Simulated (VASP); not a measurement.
Wanted: the native input for a VASP 6.6.1 run.

```
Task                   : single point
Functional             : r2SCAN
Potentials or basis    : VASP PAW PBE potentials, release 64 (Rh_sv_GW)
Cutoff                 : 680 eV
k mesh                 : 8 × 8 × 8
Occupations            : gaussian, width 0.15 eV
Spin                   : no spin polarisation
Dipole correction      : no
Further INCAR settings : ALGO = Normal; EDIFF = 1e-06; NBANDS = 14
```

Crystal: Rh.

```
Rh
1.0
     0.00000    1.93007    1.84450
     1.93007    0.00000    1.84450
     1.93007    1.93007    0.00000
Rh
1
Direct
  0.00000 0.00000 0.00000
```

This cell differs from its parent crystal: strain +0.015 along x and y, -0.030 along z.

One way to write it, as run:

POSCAR

```
Rh
1.0
    0.0000000000      1.9300732500      1.8445035000
    1.9300732500      0.0000000000      1.8445035000
    1.9300732500      1.9300732500      0.0000000000
Rh
1
Direct
    0.0000000000      0.0000000000      0.0000000000
```

INCAR.step1

```
  PREC = Accurate
  ENCUT = 680
  ISMEAR = 0
  SIGMA = 0.15
  LREAL = F
  LASPH = T
  NELM = 120
  NBANDS = 14
  GGA = PE
  ALGO = Normal
  EDIFF = 1E-5
  LWAVE = T
  LCHARG = F
  GGA_COMPAT = F
```

INCAR.step2

```
  PREC = Accurate
  ENCUT = 680
  EDIFF = 1E-6
  ISMEAR = 0
  SIGMA = 0.15
  LREAL = F
  LASPH = T
  NELM = 120
  ALGO = Normal
  ISIF = 2
  LWAVE = F
  LCHARG = T
  METAGGA = R2SCAN
  LMIXTAU = T
  LELF = T
  LVHAR = T
  NBANDS = 14
  ISTART = 1
  GGA_COMPAT = F
```

KPOINTS

```
Automatic mesh
0
Gamma
  8 8 8
```

Potentials or basis: VASP PAW PBE potentials, release 64 (Rh_sv_GW).

Run with:

```bash
$ cat potpaw_PBE.64/Rh_sv_GW/POTCAR > POTCAR
$ cp INCAR.step1 INCAR
$ mpirun -np 1 vasp_std > vasp.out
$ cp INCAR.step2 INCAR
$ mpirun -np 1 vasp_std > vasp.out
```

It gave:

```yaml
Pressure: 0.7 GPa
Band_gap_on_the_k_mesh: zero (an odd number of electrons rules out a gap without spin polarisation)
```

Caveat: the cell differs from its parent crystal (strain +0.015 along x and y, -0.030 along z); the stress differs along the axes, from -3 to 8 GPa; the PAW data sets were made with another functional, which shifts forces and pressure a little.

It took 86 s on 1 thread of AMD EPYC 7R43 64-Core Processor (Zen 3), with other jobs on the host, peak memory 0.13 GiB.
